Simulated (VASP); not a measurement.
Write the native input for VASP 6.6.1 that does the following.

```yaml
Task: single point
Functional: PBE
Potentials_or_basis: VASP PAW PBE potentials, release 64 (Zn, Se)
Cutoff: 520 eV
k_mesh: 8 × 8 × 8
Occupations: fermi-dirac, width 0.03 eV
Spin: no spin polarisation
Dipole_correction: no
Further_INCAR_settings: ALGO = Normal; EDIFF = 1e-06; NBANDS = 16
```

The structure of ZnSe lies in POSCAR:

```
ZnSe
1.0
    0.0000000000      2.8893788162      2.8893788162
    2.8893788162      0.0000000000      2.8893788162
    2.8893788162      2.8893788162      0.0000000000
Zn Se
1 1
Direct
    0.0000000000      0.0000000000      0.0000000000
    0.7500000000      0.7500000000      0.7500000000
```

This cell differs from its parent crystal: volume scaled by 1.06.

These files were run (other wordings do the same):

INCAR

```
SYSTEM = ZnSe
ALGO = Normal
EDIFF = 1E-6
ENCUT = 520
GGA = PE
ISIF = 2
ISMEAR = -1
LASPH = .True.
LCHARG = .False.
LREAL = .False.
LWAVE = .False.
NBANDS = 16
NELM = 100
PREC = Accurate
SIGMA = 0.03
```

KPOINTS

```
k-points
0
Gamma
  8 8 8
  0 0 0
```

Potentials or basis: VASP PAW PBE potentials, release 64 (Zn, Se).

The run is started by

```sh
$ cat potpaw_PBE.64/Zn/POTCAR potpaw_PBE.64/Se/POTCAR > POTCAR
$ mpirun -np 1 vasp_std > vasp.out
```

Results of the run:

```yaml
Pressure: -1.1 GPa
Band_gap_on_the_k_mesh: 1.06 eV, direct
```

It took 27 s on 1 thread of AMD EPYC 7R43 64-Core Processor (Zen 3) (shared host), peak memory 0.14 GiB.
